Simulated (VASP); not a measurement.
## Rh: single point with r2SCAN

The system is Rh.

```xyz
1
Lattice="0.0000 1.8722 1.8722 1.8722 0.0000 1.8722 1.8722 1.8722 0.0000" Properties=species:S:1:pos:R:3 pbc="T T T"
Rh    0.0000    0.0000    0.0000
```

| Quantity | Value |
| --- | --- |
| Program | VASP 6.6.1 |
| Task | single point |
| Functional | r2SCAN |
| Potentials or basis | VASP PAW PBE potentials, release 64 (Rh_sv_GW) |
| Cutoff | 580 eV |
| k mesh | 12 × 12 × 12 |
| Occupations | fermi-dirac, width 0.05 eV |
| Spin | no spin polarisation |

```
Pressure               : 12.2 GPa
Band gap on the k mesh : zero (an odd number of electrons rules out a gap without spin polarisation)
```

Levels at points of the mesh, in eV from the Fermi level:
```csv
k point,band 4,band 5,band 6,band 7,band 8,band 9,band 10,band 11,band 12,band 13
"(0.00, 0.00, 0.00)",-47.92,-8.52,-3.43,-3.43,-3.43,-1.17,-1.17,16.39,22.29,22.29
"(0.50, 0.00, 0.00)",-48.04,-6.75,-3.55,-3.55,0.61,0.61,0.84,9.59,16.02,22.39
"(0.50, 0.50, 0.00)",-48.25,-7.03,-6.63,0.53,1.10,1.10,3.54,13.48,14.22,14.22
```

It took 66 s on 1 thread of AMD EPYC 7R13 Processor (Zen 3), with other jobs on the host, peak memory 0.13 GiB.

Caveat: the cell stands under pressure; the PAW data sets were made with another functional, which shifts forces and pressure a little.
